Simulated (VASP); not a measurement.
# B (R-3m) in VASP: relaxation of cell and atoms with r2SCAN

Aim: the relaxation of cell and atoms of B with r2SCAN.

All numbers are computed with VASP 6.6.1; they aren't measurements. Logs are shortened: lines on timing, memory, paths and dates and some standing lists are left out, and cuts for length are marked.

## 1. The cell of the first run

It takes space group R-3m (No. 166, trigonal). The conventional cell has a = 4.899 Å, b = 4.899 Å, c = 12.546 Å, α = 90.00°, β = 90.00°, γ = 120.00°. B (site symmetry m) has 6 B at 1.67 to 1.80 Å within 2.2 Å. Within 2.4 Å of B (site symmetry m) lie 7 B at 1.78 to 2.01 Å.

## 2. Relaxation of cell and atoms, r2SCAN

Input file POSCAR:

```
B
1.0
    2.4493160251      1.4141132665      4.1821054498
   -2.4493160251      1.4141132665      4.1821054498
    0.0000000000     -2.8282265329      4.1821054498
B
12
Direct
    0.0102798215      0.6540682275      0.0102798215
    0.0102798215      0.0102798215      0.6540682275
    0.6540682275      0.0102798215      0.0102798215
    0.3459317725      0.9897201785      0.9897201785
    0.9897201785      0.3459317725      0.9897201785
    0.9897201785      0.9897201785      0.3459317725
    0.2210320958      0.6306173508      0.2210320958
    0.2210320958      0.2210320958      0.6306173508
    0.6306173508      0.2210320958      0.2210320958
    0.3693826492      0.7789679042      0.7789679042
    0.7789679042      0.3693826492      0.7789679042
    0.7789679042      0.7789679042      0.3693826492
```

Input file INCAR.step1:

```
SYSTEM = B
PREC = Accurate ; ENCUT = 600
ISMEAR = -1 ; SIGMA = 0.02
LREAL = .False. ; LASPH = .True.
NELM = 80 ; GGA = PE
ALGO = Normal ; EDIFF = 1E-4
LWAVE = .True. ; LCHARG = .False.
```

Input file INCAR.step2:

```
SYSTEM = B
PREC = Accurate ; ENCUT = 600
EDIFF = 1E-7 ; ISMEAR = -1
SIGMA = 0.02 ; LREAL = .False.
LASPH = .True. ; NELM = 80
ALGO = Normal ; ISIF = 3
LWAVE = .False. ; LCHARG = .False.
METAGGA = R2SCAN ; LMIXTAU = .True.
IBRION = 2 ; NSW = 80
EDIFFG = -0.005 ; ISTART = 1
```

Input file KPOINTS:

```
Automatic mesh
0
Gamma
  6 6 6
  0 0 0
```

Potentials or basis: VASP PAW PBE potentials, release 64 (B).

The run is started by

```sh
$ cat potpaw_PBE.64/B/POTCAR > POTCAR
$ cp INCAR.step1 INCAR
$ mpirun -np 1 vasp_std > vasp.out
$ cp INCAR.step2 INCAR
$ mpirun -np 1 vasp_std > vasp.out
```

OUTCAR:

```text
SYSTEM = B
   PREC = Accurate
   ENCUT = 600
   EDIFF = 1E-7
   ISMEAR = -1
   LREAL = .False.
   LASPH = .True.
   NELM = 80
   ISIF = 3
   METAGGA = R2SCAN
   IBRION = 2
   NSW = 80
   EDIFFG = -0.005
   ISTART = 1

 ion  position               nearest neighbor table
   1  0.010  0.654  0.010-   5 1.67   3 1.74   2 1.74   7 1.79  12 1.80  10 1.80
   2  0.010  0.010  0.654-   6 1.67   3 1.74   1 1.74   8 1.79  10 1.80  11 1.80
   3  0.654  0.010  0.010-   4 1.67   1 1.74   2 1.74   9 1.79  12 1.80  11 1.80
   4  0.346  0.990  0.990-   3 1.67   5 1.74   6 1.74  10 1.79   8 1.80   7 1.80
   5  0.990  0.346  0.990-   1 1.67   4 1.74   6 1.74  11 1.79   8 1.80   9 1.80
   6  0.990  0.990  0.346-   2 1.67   4 1.74   5 1.74  12 1.79   9 1.80   7 1.80
   7  0.221  0.631  0.221-  12 1.78  10 1.78   1 1.79   6 1.80   4 1.80   9 2.01   8 2.01
   8  0.221  0.221  0.631-  10 1.78  11 1.78   2 1.79   4 1.80   5 1.80   7 2.01   9 2.01
   9  0.631  0.221  0.221-  12 1.78  11 1.78   3 1.79   6 1.80   5 1.80   7 2.01   8 2.01
  10  0.369  0.779  0.779-   8 1.78   7 1.78   4 1.79   2 1.80   1 1.80  11 2.01  12 2.01
  11  0.779  0.369  0.779-   8 1.78   9 1.78   5 1.79   2 1.80   3 1.80  10 2.01  12 2.01
  12  0.779  0.779  0.369-   7 1.78   9 1.78   6 1.79   3 1.80   1 1.80  10 2.01  11 2.01

  LATTYP: Found a trigonal (rhomboedric) cell.
 ALAT       =     5.0486504449
 COS(alpha) =     0.5292730763

  Lattice vectors:

 A1 = (   2.4493160251,   1.4141132665,   4.1821054498)
 A2 = (  -2.4493160251,   1.4141132665,   4.1821054498)
 A3 = (   0.0000000000,  -2.8282265329,   4.1821054498)

Analysis of symmetry for initial positions (statically):
=====================================================================
 Subroutine PRICEL returns:
 Original cell was already a primitive cell.

 Routine SETGRP: Setting up the symmetry group for a
 trigonal (rhombohedral) supercell.

 Subroutine GETGRP returns: Found 12 space group operations
 (whereof 12 operations were pure point group operations)
 out of a pool of 12 trial point group operations.

The static configuration has the point symmetry D_3d.

Analysis of symmetry for dynamics (positions and initial velocities):
=====================================================================
 Subroutine PRICEL returns:
 Original cell was already a primitive cell.

 Routine SETGRP: Setting up the symmetry group for a
 trigonal (rhombohedral) supercell.

 Subroutine GETGRP returns: Found 12 space group operations
 (whereof 12 operations were pure point group operations)
 out of a pool of 12 trial point group operations.

The dynamic configuration has the point symmetry D_3d.

 Subroutine INISYM returns: Found 12 space group operations
 (whereof 12 operations are pure point group operations),
 and found     1 'primitive' translations

----------------------------------------------------------------------------------------

                                     Primitive cell

  volume of cell :      86.9111

  direct lattice vectors                    reciprocal lattice vectors
     2.449316025  1.414113267  4.182105450     0.204138623  0.117859489  0.079704670
    -2.449316025  1.414113267  4.182105450    -0.204138623  0.117859489  0.079704670
     0.000000000 -2.828226533  4.182105450     0.000000000 -0.235718978  0.079704670

  length of vectors
     5.048650445  5.048650445  5.048650445     0.248829803  0.248829803  0.248829803

  position of ions in fractional coordinates (direct lattice)
     0.010279821  0.654068227  0.010279821
     0.010279821  0.010279821  0.654068227
     0.654068227  0.010279821  0.010279821
     0.345931773  0.989720179  0.989720179
     0.989720179  0.345931773  0.989720179
     0.989720179  0.989720179  0.345931773
     0.221032096  0.630617351  0.221032096
     0.221032096  0.221032096  0.630617351
     0.630617351  0.221032096  0.221032096
     0.369382649  0.778967904  0.778967904
     0.778967904  0.369382649  0.778967904
     0.778967904  0.778967904  0.369382649

  ion indices of the primitive-cell ions
   primitive index   ion index
                 1           1
                 2           2
                 3           3
                 4           4
                 5           5
                 6           6
                 7           7
                 8           8
                 9           9
                10          10
                11          11
                12          12

----------------------------------------------------------------------------------------

 KPOINTS: Automatic mesh

Automatic generation of k-mesh.
 Grid dimensions read from file:
 generate k-points for:    6    6    6

 Generating k-lattice:

  Cartesian coordinates                     Fractional coordinates (reciprocal lattice)
     0.034023104  0.019643248  0.013284112     0.166666667  0.000000000  0.000000000
    -0.034023104  0.019643248  0.013284112     0.000000000  0.166666667  0.000000000
     0.000000000 -0.039286496  0.013284112     0.000000000  0.000000000  0.166666667

  Length of vectors
     0.041471634  0.041471634  0.041471634

  Shift w.r.t. Gamma in fractional coordinates (k-lattice)
     0.000000000  0.000000000  0.000000000

 Subroutine IBZKPT returns following result:
 ===========================================

 Found     32 irreducible k-points:

 Following reciprocal coordinates:
            Coordinates               Weight
  0.000000  0.000000  0.000000      1.000000
  0.166667  0.000000  0.000000      6.000000
  0.333333 -0.000000  0.000000      6.000000
  0.500000  0.000000  0.000000      3.000000
  0.166667  0.166667  0.000000      6.000000
  0.333333  0.166667  0.000000     12.000000
[... 16 lines left out ...]
  0.500000  0.500000  0.166667      6.000000
 -0.333333  0.500000  0.166667     12.000000
 [... further k-points ...]
   k-points           NKPTS =     32   k-points in BZ     NKDIM =     32   number of bands    NBANDS=     25
   number of dos      NEDOS =    301   number of ions     NIONS =     12
   total plane-waves  NPLWV =  64000
   dimension x,y,z NGX =    40 NGY =   40 NGZ =   40
   dimension x,y,z NGXF=    80 NGYF=   80 NGZF=   80
   ions per type =              12
   NGX,Y,Z   is equivalent  to a cutoff of  13.17, 13.17, 13.17 a.u.
   NGXF,Y,Z  is equivalent  to a cutoff of  26.34, 26.34, 26.34 a.u.
 SYSTEM =  B
   PREC   = accura    normal or accurate (medium, high low for compatibility)
   ISTART =      1    job   : 0-new  1-cont  2-samecut
   ICHARG =      0    charge: 1-file 2-atom 10-const
   ISPIN  =      1    spin polarized calculation?
   LNONCOLLINEAR =      F non collinear calculations
   LSORBIT =      F    spin-orbit coupling
   LASPH  =      T    aspherical Exc in radial PAW
   ENCUT  =  600.0 eV  44.10 Ry    6.64 a.u.  10.08 10.08 10.08*2*pi/ulx,y,z
   NELM   =     80;   NELMIN=  2; NELMDL=  0     # of ELM steps
   EDIFF  = 0.1E-06   stopping-criterion for ELM
   LREAL  =      F    real-space projection
   EDIFFG = -.5E-02   stopping-criterion for IOM
   NSW    =     80    number of steps for IOM
   IBRION =      2    ionic relax: 0-MD 1-quasi-New 2-CG
   NFREE  =      1    steps in history (QN), initial steepest desc. (CG)
   ISIF   =      3    stress and relaxation
   ISYM   =      2    0-nonsym 1-usesym 2-fastsym
   POTIM  = 0.5000    time-step for ionic-motion
   TEBEG  =    0.0;   TEEND  =   0.0 temperature during run
   PSTRESS=    0.0 pullay stress
   NELECT =      36.0000    total number of electrons
   NUPDOWN=      -1.0000    fix difference up-down
   EMIN   =  10.00;   EMAX   =-10.00  energy-range for DOS
   EFERMI =   0.00;   METHOD = LEGACY
   ISMEAR =    -1;   SIGMA  =   0.02  broadening in eV -4-tet -1-fermi 0-gaus
   EFERMI_NEDOS =   21; number of points for ismear=-14 and -15
   IALGO  =     38    algorithm
   IMIX   =      4    mixing-type and parameters
     AMIX     =   0.40;   BMIX     =  1.00
     AMIX_MAG =   1.60;   BMIX_MAG =  1.00
  volume/ion in A,a.u.               =       7.24        48.88
  Fermi-wavevector in a.u.,A,eV,Ry     =   1.220349  2.306125 20.262487  1.489251
  Thomas-Fermi vector in A             =   2.355569
   LORBIT       =      0    0 simple, 1 ext, 2 COOP (PROOUT), +10 PAW based schemes
   METAGGA = R2SCAN    functional components
   LHFCALC =     F    Hartree Fock is set to
   AEXX    =    0.0000 exact exchange contribution
   IVDW    =     0    specifies the selected vdW correction
   LEPSILON=     F    determine dielectric tensor
   LRPA    =     F    only Hartree local field effects (RPA)
 conjugate gradient relaxation of ions
 non-spin polarized calculation
  energy-cutoff  :      600.00
  volume of cell :       86.91
 maximum number of plane-waves:      2922
   NGX = 21   NGY = 21   NGZ = 21

--------------------------------------- Ionic step        1  -------------------------------------------

 number of electron      36.0000000 magnetization

 Free energy of the ion-electron system (eV)
  ---------------------------------------------------
  ext. energy  EPLUGINS =         0.00000000
  ---------------------------------------------------
  free energy    TOTEN  =       -88.14019770 eV

  energy without entropy =      -88.14019770  energy(sigma->0) =      -88.14019770

------------------------ aborting loop because EDIFF is reached ----------------------------------------

  FORCE on cell =-STRESS in cart. coord.  units (eV):
  Direction    XX          YY          ZZ          XY          YZ          ZX
  --------------------------------------------------------------------------------------
  -------------------------------------------------------------------------------------
  Total       -0.2988134     -0.2988134     -0.8116800      0.0000000     -0.0000000      0.0000000
  in kB       -5.5085265     -5.5085265    -14.9630510      0.0000000     -0.0000000      0.0000000
  external PRESSURE =      -8.6600347 kB  Pullay stress =       0.0000000 kB
[... 261 lines left out ...]
  energy  without entropy=      -88.1430340111  energy(sigma->0) =      -88.14303401

--------------------------------------- Ionic step        7  -------------------------------------------

 number of electron      36.0000000 magnetization

 Free energy of the ion-electron system (eV)
  ---------------------------------------------------
  ext. energy  EPLUGINS =         0.00000000
  ---------------------------------------------------
  free energy    TOTEN  =       -88.14303631 eV

  energy without entropy =      -88.14303631  energy(sigma->0) =      -88.14303631

 E-fermi :   6.2993     XC(G=0): -12.3041

 val. band max:        5.9096918522   @ k =   0.5000   0.5000   0.5000
 cond. band min:       7.5383706189   @ k =   0.5000   0.5000   0.0000
 fundamental gap:      1.6286787667
 Fermi energy:         6.2993270137

 k-point     1 :       0.0000    0.0000    0.0000
  band No.  band energies     occupation
      1     -11.2597      2.00000
      2      -5.2249      2.00000
      3      -4.9650      2.00000
      4      -4.9650      2.00000
      5      -3.6803      2.00000
      6      -3.0628      2.00000
[... 661 lines left out ...]
     24      11.3476      0.00000
     25      11.8818      0.00000

 [... further k-points ...]
[... 5 lines left out ...]
  --------------------------------------------------------------------------------------
  -------------------------------------------------------------------------------------
  Total        0.0046484      0.0046484      0.0096962      0.0000000      0.0000000      0.0000000
  in kB        0.0858691      0.0858691      0.1791164      0.0000000      0.0000000      0.0000000
  external PRESSURE =       0.1169515 kB  Pullay stress =       0.0000000 kB
[... 27 lines left out ...]
  FREE ENERGIE OF THE ION-ELECTRON SYSTEM (eV)
  ---------------------------------------------------
  free  energy   TOTEN  =       -88.1430363097 eV

  energy  without entropy=      -88.1430363097  energy(sigma->0) =      -88.14303631

 reached required accuracy - stopping structural energy minimisation
```

It took 13 min on 1 thread of Intel Xeon Platinum 8559C (Emerald Rapids), shared host; peak memory 0.28 GiB.

Results:

| Quantity | Value |
| --- | --- |
| Free energy | -88.1430 eV |
| Relaxed volume | 7.23 Å³/atom |
| Relaxed cell | a = 5.041 Å, b = 5.041 Å, c = 5.041 Å, α = 58.16°, β = 58.16°, γ = 58.16° |
| Space group after relaxing (to 0.05 Å) | R-3m (No. 166) |
| Energy gained by relaxing | 0.2 meV/atom |
| Ionic steps | 7 |
| Pressure after relaxing | 0.0 GPa |
| Largest force after relaxing | 0.003 eV/Å |
| Band gap on the k mesh | 1.63 eV, indirect (least direct gap 2.04 eV) |

Forces in eV/Å, atoms in the order of the input:
```
B    0.002 -0.001 -0.001
B    0.000  0.003 -0.001
B   -0.002 -0.001 -0.001
B    0.002  0.001  0.001
B   -0.002  0.001  0.001
B    0.000 -0.003  0.001
B   -0.001  0.001  0.001
B    0.000 -0.002  0.001
B    0.001  0.001  0.001
B   -0.001 -0.001 -0.001
B    0.001 -0.001 -0.001
B    0.000  0.002 -0.001
```

The path:
```
step  energy change (eV)  largest force (eV/Å)  pressure (GPa)  volume (Å³)
   1              0.0000                0.1185           -0.87        86.91
   2             -0.0013                0.0888            1.04        86.42
   3             -0.0025                0.0279            0.25        86.62
   4             -0.0028                0.0065            0.06        86.71
   5             -0.0028                0.0072            0.05        86.71
   6             -0.0028                0.0071           -0.01        86.74
   7             -0.0028                0.0032            0.01        86.73
```

Final structure:
```yaml
crystal:
  lattice:
    - [2.44978, 1.41438, 4.17191]
    - [-2.44978, 1.41438, 4.17191]
    - [0.00000, -2.82876, 4.17191]
  atoms:
    - { symbol: B, position: [0.00988, 0.65436, 0.00988] }
    - { symbol: B, position: [0.00988, 0.00988, 0.65436] }
    - { symbol: B, position: [0.65436, 0.00988, 0.00988] }
    - { symbol: B, position: [0.34564, 0.99012, 0.99012] }
    - { symbol: B, position: [0.99012, 0.34564, 0.99012] }
    - { symbol: B, position: [0.99012, 0.99012, 0.34564] }
    - { symbol: B, position: [0.22059, 0.63163, 0.22059] }
    - { symbol: B, position: [0.22059, 0.22059, 0.63163] }
    - { symbol: B, position: [0.63163, 0.22059, 0.22059] }
    - { symbol: B, position: [0.36837, 0.77941, 0.77941] }
    - { symbol: B, position: [0.77941, 0.36837, 0.77941] }
    - { symbol: B, position: [0.77941, 0.77941, 0.36837] }
```

Caveat: the PAW data sets were made with another functional, which shifts forces and pressure a little. r2SCAN opens gaps a little over a GGA but as a rule still falls short of measured ones.
